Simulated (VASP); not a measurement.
## SnSe2: single point with PBE

SnSe2:

```
Sn Se
1.0
     3.83930    0.00000    0.00000
    -1.91965    3.32493    0.00000
     0.00000    0.00000    6.04685
Sn Se
1 2
Direct
  0.00000 0.00000 0.00000
  0.33333 0.66667 0.26381
  0.66667 0.33333 0.73619
```

```
Program             : VASP 6.6.1
Task                : single point
Functional          : PBE
Potentials or basis : VASP PAW PBE potentials, release 64 (Sn_d, Se)
Cutoff              : 520 eV
k mesh              : 4 × 4 × 2
Occupations         : gaussian, width 0.05 eV
Spin                : no spin polarisation
```

* Pressure: 2.6 GPa
* Largest force: 0.062 eV/Å
* Band gap on the k mesh: 0.74 eV, indirect (least direct gap 0.85 eV)

Forces on the atoms (eV/Å):
```
Sn   0.000  0.000  0.000
Se   0.000  0.000 -0.062
Se   0.000  0.000  0.062
```

Stress tensor (GPa, compression positive):
```
3.10 0.00 0.00
0.00 3.10 0.00
0.00 0.00 1.54
```

Levels at points of the mesh, in eV from the valence-band top:
```csv
k point,band 9,band 10,band 11,band 12,band 13,band 14,band 15,band 16,band 17,band 18
"(0.00, 0.00, 0.00)",-0.56,-0.56,-0.38,-0.38,0.00,0.85,3.06,4.62,4.62,8.18
"(0.50, 0.00, 0.00)",-4.21,-3.06,-2.50,-1.50,-0.23,1.23,3.65,5.06,5.18,6.92
"(0.00, 0.00, 0.50)",-2.28,-0.72,-0.72,-0.13,-0.13,2.51,2.92,4.26,4.26,7.55
"(0.50, 0.00, 0.50)",-4.84,-2.23,-1.92,-0.94,-0.81,0.74,4.04,4.66,5.86,6.09
```

It took 24 s on 1 thread of Intel(R) Xeon(R) Platinum 8375C CPU @ 2.90GHz (Ice Lake) (shared host), peak memory 0.19 GiB.

Caveat: the k points lie up to 0.52 Å⁻¹ apart; spin-orbit coupling is left out, which moves the levels of the heavy elements; this functional lacks dispersion, which binds the layers, so the pressure and a relaxed spacing across them are unreliable. A k mesh can miss the band edges.
